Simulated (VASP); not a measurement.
# Cu (Fm-3m) in VASP: further runs

Runs on Cu. Level: PBE+D3(BJ). Tasks: relaxation of cell and atoms, single point.

Everything below comes from runs of VASP 6.6.1. Logs are shortened: lines on timing, memory, paths and dates and some standing lists are left out, and cuts for length are marked.

### Step 1. The cell of the first run

It takes space group Fm-3m (No. 225, cubic). Conventional cell: a = 3.650 Å, b = 3.650 Å, c = 3.650 Å, α = 90.00°, β = 90.00°, γ = 90.00°. Cu (site symmetry m-3m) has 12 Cu at 2.58 Å within 3.4 Å.

### Step 2. Relaxation of cell and atoms, PBE+D3(BJ)

Contents of INCAR:

```
SYSTEM = Cu
PREC = Accurate ; ENCUT = 820
EDIFF = 1E-7 ; ISMEAR = 0
SIGMA = 0.1 ; LREAL = .False.
LASPH = .True. ; NELM = 120
ALGO = Normal ; ISIF = 3
LWAVE = .False. ; LCHARG = .False.
GGA = PE ; IVDW = 12
IBRION = 2 ; NSW = 100
EDIFFG = -0.05 ; GGA_COMPAT = .False.
NELMIN = 4
```

Contents of KPOINTS:

```
Automatic mesh
0
Gamma
  10 10 10
  0 0 0
```

Contents of POSCAR:

```
Cu
1.0
    0.0000000000      1.8250000000      1.8250000000
    1.8250000000      0.0000000000      1.8250000000
    1.8250000000      1.8250000000      0.0000000000
Cu
1
Direct
    0.0000000000      0.0000000000      0.0000000000
```

Potentials or basis: VASP PAW PBE potentials, release 64 (Cu_sv_GW).

Run with:

```bash
$ cat potpaw_PBE.64/Cu_sv_GW/POTCAR > POTCAR
$ mpirun -np 1 vasp_std > vasp.out
```

OUTCAR:

```text
SYSTEM = Cu
   PREC = Accurate
   ENCUT = 820
   EDIFF = 1E-7
   ISMEAR = 0
   LREAL = .False.
   LASPH = .True.
   NELM = 120
   ISIF = 3
   GGA = PE
   IVDW = 12
   IBRION = 2
   NSW = 100
   EDIFFG = -0.05
   NELMIN = 4
 IVDW          = 12

 ion  position               nearest neighbor table
   1  0.000  0.000  0.000-

  LATTYP: Found a face centered cubic cell.
 ALAT       =     3.6500000000

  Lattice vectors:

 A1 = (   0.0000000000,   1.8250000000,   1.8250000000)
 A2 = (   1.8250000000,   0.0000000000,   1.8250000000)
 A3 = (   1.8250000000,   1.8250000000,   0.0000000000)

Analysis of symmetry for initial positions (statically):
=====================================================================
 Subroutine PRICEL returns:
 Original cell was already a primitive cell.

 Routine SETGRP: Setting up the symmetry group for a
 face centered cubic supercell.

 Subroutine GETGRP returns: Found 48 space group operations
 (whereof 48 operations were pure point group operations)
 out of a pool of 48 trial point group operations.

The static configuration has the point symmetry O_h .

Analysis of symmetry for dynamics (positions and initial velocities):
=====================================================================
 Subroutine PRICEL returns:
 Original cell was already a primitive cell.

 Routine SETGRP: Setting up the symmetry group for a
 face centered cubic supercell.

 Subroutine GETGRP returns: Found 48 space group operations
 (whereof 48 operations were pure point group operations)
 out of a pool of 48 trial point group operations.

The dynamic configuration has the point symmetry O_h .

 Subroutine INISYM returns: Found 48 space group operations
 (whereof 48 operations are pure point group operations),
 and found     1 'primitive' translations

----------------------------------------------------------------------------------------

                                     Primitive cell

  volume of cell :      12.1568

  direct lattice vectors                    reciprocal lattice vectors
     0.000000000  1.825000000  1.825000000    -0.273972603  0.273972603  0.273972603
     1.825000000  0.000000000  1.825000000     0.273972603 -0.273972603  0.273972603
     1.825000000  1.825000000  0.000000000     0.273972603  0.273972603 -0.273972603

  length of vectors
     2.580939751  2.580939751  2.580939751     0.474534468  0.474534468  0.474534468

  position of ions in fractional coordinates (direct lattice)
     0.000000000  0.000000000  0.000000000

  ion indices of the primitive-cell ions
   primitive index   ion index
                 1           1

----------------------------------------------------------------------------------------

 KPOINTS: Automatic mesh

Automatic generation of k-mesh.
 Grid dimensions read from file:
 generate k-points for:   10   10   10

 Generating k-lattice:

  Cartesian coordinates                     Fractional coordinates (reciprocal lattice)
    -0.027397260  0.027397260  0.027397260     0.100000000  0.000000000  0.000000000
     0.027397260 -0.027397260  0.027397260     0.000000000  0.100000000  0.000000000
     0.027397260  0.027397260 -0.027397260     0.000000000  0.000000000  0.100000000

  Length of vectors
     0.047453447  0.047453447  0.047453447

  Shift w.r.t. Gamma in fractional coordinates (k-lattice)
     0.000000000  0.000000000  0.000000000

 Subroutine IBZKPT returns following result:
 ===========================================

 Found     47 irreducible k-points:

 Following reciprocal coordinates:
            Coordinates               Weight
  0.000000  0.000000  0.000000      1.000000
  0.100000  0.000000  0.000000      8.000000
  0.200000  0.000000  0.000000      8.000000
  0.300000  0.000000  0.000000      8.000000
  0.400000  0.000000  0.000000      8.000000
  0.500000  0.000000  0.000000      4.000000
[... 16 lines left out ...]
  0.300000  0.300000  0.000000      6.000000
  0.400000  0.300000  0.000000     24.000000
 [... further k-points ...]
   k-points           NKPTS =     47   k-points in BZ     NKDIM =     47   number of bands    NBANDS=     13
   number of dos      NEDOS =    301   number of ions     NIONS =      1
   total plane-waves  NPLWV =  13824
   dimension x,y,z NGX =    24 NGY =   24 NGZ =   24
   dimension x,y,z NGXF=    48 NGYF=   48 NGZF=   48
   ions per type =               1
   NGX,Y,Z   is equivalent  to a cutoff of  15.46, 15.46, 15.46 a.u.
   NGXF,Y,Z  is equivalent  to a cutoff of  30.92, 30.92, 30.92 a.u.
 SYSTEM =  Cu
   PREC   = accura    normal or accurate (medium, high low for compatibility)
   ISTART =      0    job   : 0-new  1-cont  2-samecut
   ICHARG =      2    charge: 1-file 2-atom 10-const
   ISPIN  =      1    spin polarized calculation?
   LNONCOLLINEAR =      F non collinear calculations
   LSORBIT =      F    spin-orbit coupling
   LASPH  =      T    aspherical Exc in radial PAW
   ENCUT  =  820.0 eV  60.27 Ry    7.76 a.u.   6.03  6.03  6.03*2*pi/ulx,y,z
   NELM   =    120;   NELMIN=  4; NELMDL= -5     # of ELM steps
   EDIFF  = 0.1E-06   stopping-criterion for ELM
   LREAL  =      F    real-space projection
   EDIFFG = -.5E-01   stopping-criterion for IOM
   NSW    =    100    number of steps for IOM
   IBRION =      2    ionic relax: 0-MD 1-quasi-New 2-CG
   NFREE  =      1    steps in history (QN), initial steepest desc. (CG)
   ISIF   =      3    stress and relaxation
   ISYM   =      2    0-nonsym 1-usesym 2-fastsym
   POTIM  = 0.5000    time-step for ionic-motion
   TEBEG  =    0.0;   TEEND  =   0.0 temperature during run
   PSTRESS=    0.0 pullay stress
   NELECT =      19.0000    total number of electrons
   NUPDOWN=      -1.0000    fix difference up-down
   EMIN   =  10.00;   EMAX   =-10.00  energy-range for DOS
   EFERMI =   0.00;   METHOD = LEGACY
   ISMEAR =     0;   SIGMA  =   0.10  broadening in eV -4-tet -1-fermi 0-gaus
   EFERMI_NEDOS =   21; number of points for ismear=-14 and -15
   IALGO  =     38    algorithm
   IMIX   =      4    mixing-type and parameters
     AMIX     =   0.40;   BMIX     =  1.00
     AMIX_MAG =   1.60;   BMIX_MAG =  1.00
  volume/ion in A,a.u.               =      12.16        82.04
  Fermi-wavevector in a.u.,A,eV,Ry     =   1.899852  3.590200 49.109394  3.609439
  Thomas-Fermi vector in A             =   2.939096
   LORBIT       =      0    0 simple, 1 ext, 2 COOP (PROOUT), +10 PAW based schemes
   GGA     = PE    functional components
   LHFCALC =     F    Hartree Fock is set to
   AEXX    =    0.0000 exact exchange contribution
   IVDW    =    12    specifies the selected vdW correction
   LEPSILON=     F    determine dielectric tensor
   LRPA    =     F    only Hartree local field effects (RPA)
 conjugate gradient relaxation of ions
 non-spin polarized calculation
 Gauss-broadening in eV      SIGMA  =   0.10
  energy-cutoff  :      820.00
  volume of cell :       12.16
 maximum number of plane-waves:       662
   NGX = 13   NGY = 13   NGZ = 13

--------------------------------------- Ionic step        1  -------------------------------------------

 number of electron      19.0000009 magnetization

 Free energy of the ion-electron system (eV)
  ---------------------------------------------------
  ext. energy  EPLUGINS =         0.00000000
  ---------------------------------------------------
  free energy    TOTEN  =        -3.78217387 eV

  energy without entropy =       -3.77933532  energy(sigma->0) =       -3.78075459

------------------------ aborting loop because EDIFF is reached ----------------------------------------

 Edisp (eV)   -0.56572

 E8    (eV) :    -0.2424

  FORCE on cell =-STRESS in cart. coord.  units (eV):
  Direction    XX          YY          ZZ          XY          YZ          ZX
  --------------------------------------------------------------------------------------
  -------------------------------------------------------------------------------------
  Total      -0.86855    -0.86855    -0.86855     0.00000     0.00000    -0.00000
  in kB    -114.46876  -114.46876  -114.46876     0.00000     0.00000    -0.00000
  external pressure =     -114.47 kB  Pullay stress =        0.00 kB
[... 59 lines left out ...]
  energy  without entropy=       -4.3614596029  energy(sigma->0) =       -4.36320668

--------------------------------------- Ionic step        3  -------------------------------------------

 number of electron      18.9999991 magnetization

 Free energy of the ion-electron system (eV)
  ---------------------------------------------------
  ext. energy  EPLUGINS =         0.00000000
  ---------------------------------------------------
  free energy    TOTEN  =        -3.76974298 eV

  energy without entropy =       -3.76618874  energy(sigma->0) =       -3.76796586

 E-fermi :   8.0701     XC(G=0): -13.6673

 val. band max:        8.0157558826   @ k =   0.5000   0.1000   0.0000
 cond. band min:       8.3173824655   @ k =   0.5000   0.3000   0.1000
 fundamental gap:      0.3016265829
 Fermi energy:         8.0700967581

 k-point     1 :       0.0000    0.0000    0.0000
  band No.  band energies     occupation
      1    -104.5322      2.00000
      2     -61.8314      2.00000
      3     -61.8314      2.00000
      4     -61.8314      2.00000
      5      -1.5951      2.00000
      6       5.0291      2.00000
      7       5.0291      2.00000
      8       5.0291      2.00000
      9       5.9263      2.00000
     10       5.9263      2.00000
     11      31.1655      0.00000
     12      34.1488      0.00000
     13      34.1488      0.00000
[... 353 lines left out ...]
 k-point    24 :       0.4000    0.3000    0.0000
  band No.  band energies     occupation
      1    -104.5135      2.00000
      2     -61.9303      2.00000
      3     -61.8733      2.00000
      4     -61.8693      2.00000
      5       2.8932      2.00000
      6       3.8639      2.00000
      7       5.5784      2.00000
      8       6.0733      2.00000
      9       6.5096      2.00000
     10       7.1074      2.00000
     11      20.6495      0.00000
     12      21.5437      0.00000
     13      23.5336      0.00000

 [... further k-points ...]

------------------------ aborting loop because EDIFF is reached ----------------------------------------

 Edisp (eV)   -0.61248

 E8    (eV) :    -0.2627

  FORCE on cell =-STRESS in cart. coord.  units (eV):
  Direction    XX          YY          ZZ          XY          YZ          ZX
  --------------------------------------------------------------------------------------
  -------------------------------------------------------------------------------------
  Total      -0.01132    -0.01132    -0.01132     0.00000     0.00000     0.00000
  in kB      -1.61065    -1.61065    -1.61065     0.00000     0.00000     0.00000
  external pressure =       -1.61 kB  Pullay stress =        0.00 kB
[... 16 lines left out ...]
  FREE ENERGIE OF THE ION-ELECTRON SYSTEM (eV)
  ---------------------------------------------------
  free  energy   TOTEN  =        -4.3822245096 eV

  energy  without entropy=       -4.3786702737  energy(sigma->0) =       -4.38044739

 reached required accuracy - stopping structural energy minimisation
```

Wall time 33 s (1 thread of Intel Xeon Platinum 8259CL at 2.50GHz (Skylake/Cascade Lake), shared host); peak memory 0.17 GiB.

What came out:

| Item | Value |
| --- | --- |
| Free energy | -4.3822 eV |
| Relaxed volume | 11.26 Å³/atom |
| Relaxed cell | a = 2.516 Å, b = 2.516 Å, c = 2.516 Å, α = 60.00°, β = 60.00°, γ = 60.00° |
| Space group after relaxing (to 0.1 Å) | Fm-3m (No. 225) |
| Energy gained by relaxing | 34.3 meV/atom |
| Ionic steps | 3 |
| Pressure after relaxing | -0.2 GPa |
| Band gap on the k mesh | zero (an odd number of electrons rules out a gap without spin polarisation) |
| Dispersion energy per atom | -0.612 eV |

The path:
| step | energy change (eV) | largest force (eV/Å) | pressure (GPa) | volume (Å³) |
| --- | --- | --- | --- | --- |
| 1 | 0.0000 | 0.0000 | -11.45 | 12.16 |
| 2 | -0.0171 | 0.0000 | 10.29 | 10.69 |
| 3 | -0.0343 | 0.0000 | -0.16 | 11.26 |

Final structure:
```
Cu
1.0
     0.00000    1.77912    1.77912
     1.77912    0.00000    1.77912
     1.77912    1.77912    0.00000
Cu
1
Cartesian
  0.0000 0.0000 0.0000
```

Levels at points of the mesh, in eV from the Fermi level:
```tsv
k point	band 6	band 7	band 8	band 9	band 10	band 11	band 12	band 13
(0.00, 0.00, 0.00)	-3.04	-3.04	-3.04	-2.14	-2.14	23.10	26.08	26.08
(0.50, 0.00, 0.00)	-3.08	-3.08	-1.53	-1.53	-1.08	4.11	21.56	22.89
(0.50, 0.50, 0.00)	-4.56	-1.54	-1.37	-1.37	1.52	7.55	13.52	13.52
```

### Step 3. Single point, PBE+D3(BJ)

This run uses another cell than the first one, of 11.30 Å³/atom.

Contents of INCAR:

```
  ALGO = Normal
  EDIFF = 1E-6
  ENCUT = 820
  GGA = PE
  GGA_COMPAT = F
  ISIF = 2
  ISMEAR = 0
  IVDW = 12
  LASPH = T
  LCHARG = F
  LREAL = F
  LWAVE = F
  NBANDS = 16
  NELM = 120
  PREC = Accurate
  SIGMA = 0.1
```

Contents of KPOINTS:

```
k-points
0
Gamma
  20 20 20
```

Contents of POSCAR:

```
Cu
1.0
    0.0000000000      1.7812553984      1.7812553984
    1.7812553984      0.0000000000      1.7812553984
    1.7812553984      1.7812553984      0.0000000000
Cu
1
Direct
    0.0000000000      0.0000000000      0.0000000000
```

Potentials or basis: VASP PAW PBE potentials, release 64 (Cu_sv_GW).

Run with:

```bash
$ cat potpaw_PBE.64/Cu_sv_GW/POTCAR > POTCAR
$ mpirun -np 1 vasp_std > vasp.out
```

Wall time 38 s (1 thread of Intel Xeon Platinum 8375C at 2.90GHz (Ice Lake), shared host); peak memory 0.24 GiB.

Results (log left out):

```yaml
Free_energy: -4.3910 eV
Pressure: -1.2 GPa
Band_gap_on_the_k_mesh: zero (an odd number of electrons rules out a gap without spin polarisation)
Dispersion_energy_per_atom: -0.610 eV
```

Levels at points of the mesh, in eV from the Fermi level:
```
           k point  band 7  band 8  band 9  band 10  band 11  band 12  band 13  band 14
(0.00, 0.00, 0.00)   -3.12   -3.12   -2.23    -2.23    22.97    25.92    25.92    25.92
(0.50, 0.00, 0.00)   -3.16   -1.61   -1.61    -1.17     4.00    21.43    22.74    22.74
(0.50, 0.50, 0.00)   -1.63   -1.45   -1.45     1.42     7.43    13.40    13.40    18.04
```

The gap in the log of VASP goes by the Fermi energy; the results here count the filled bands.